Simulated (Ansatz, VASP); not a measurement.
**InGa2As3 in VASP and in Ansatz**

```
In Ga As
1.0
     4.17538    0.00000    0.00000
    -2.08769    3.61599    0.00000
     0.00000    0.00000   10.23560
In Ga As
1 2 3
Direct
  0.00000 0.00000 0.00173
  0.66667 0.33333 0.66006
  0.33333 0.66667 0.33960
  0.33333 0.66667 0.58319
  0.66667 0.33333 0.90271
  0.00000 0.00000 0.26270
```

Alike in both runs: functional PBE; k mesh 5 × 5 × 2; occupations gaussian, width 0.2 eV; no spin polarisation.

Ansatz relaxed the structure, and its values are those at the end. VASP's run is a single point on that final structure, the one shown.

|  | VASP | Ansatz |
| --- | --- | --- |
| version | VASP 6.6.1 | Ansatz 0.2.0 |
| potentials or method | VASP PAW PBE potentials, release 64 (In_d, Ga_d, As), cutoff 520 eV | scalar-relativistic, plane waves, PAW |
| valence electrons in the cell | 54 | 84 |

Ansatz gave:

| Item | Value |
| --- | --- |
| gap on the k mesh at the Fermi level (eV) | none |
| pressure (GPa) | 0.0 |
| rms of the force components (eV/Å) | 0.006 |

Task: Estimate VASP's values.

Result: gap on the k mesh at the Fermi level (eV): none; pressure (GPa): 0.1; rms of the force components (eV/Å): 0.006.

A gap of «none» marks a metal or a gap that the smearing closes. VASP's potentials hold 54 valence electrons a cell and Ansatz's 84, so a difference there can come from the potentials and not from the codes.
